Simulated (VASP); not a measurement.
Zr3ZnN2, 6 atoms in the cell. Symmetry: Cmmm, No. 65, orthorhombic system. The conventional cell has a = 5.865 Å, b = 11.641 Å, c = 3.122 Å, α = 90.00°, β = 90.00°, γ = 90.00°. Zr (site symmetry m2m) has 4 N at 2.16 Å and 1 Zn at 2.62 Å and 2 Zr at 2.99 Å within 3.0 Å. Within 4.3 Å of Zr (site symmetry mmm) lie 14 Zr at 3.12 to 4.23 Å and 4 N at 3.26 Å and 4 Zn at 3.32 Å. Within 3.7 Å of Zn (site symmetry mmm) lie 6 Zr at 2.62 to 3.32 Å and 2 Zn at 3.12 Å and 8 N at 3.61 Å. N (site symmetry 2/m) has 4 Zr at 2.16 Å and 2 N at 2.93 Å within 3.0 Å. The cell was generated, and may not be a known phase.

```yaml
Program: VASP 6.6.1
Task: single point
Functional: PBE
Potentials_or_basis: VASP PAW PBE potentials, release 64 (Zr_sv, Zn, N)
Cutoff: 600 eV
k_mesh: 4 × 4 × 4
Occupations: gaussian, width 0.1 eV
Spin: no spin polarisation
Dipole_correction: no
Further_INCAR_settings: ALGO = Normal; EDIFF = 1e-06; NBANDS = 38
```

Potentials or basis: VASP PAW PBE potentials, release 64 (Zr_sv, Zn, N).

Command:

```sh
$ cat potpaw_PBE.64/Zr_sv/POTCAR potpaw_PBE.64/Zn/POTCAR potpaw_PBE.64/N/POTCAR > POTCAR
$ mpirun -np 1 vasp_std > vasp.out
```

Hardware: 1 thread of Oxide Virtual Turin-like Processor, with other jobs on the host.

Problem. Estimate the wall time of this run.

Solution. Run time: 3.4 min on 1 thread of Oxide Virtual Turin-like Processor, with other jobs on the host, peak memory 0.29 GiB. Counts: scf iterations 15, k points 21.
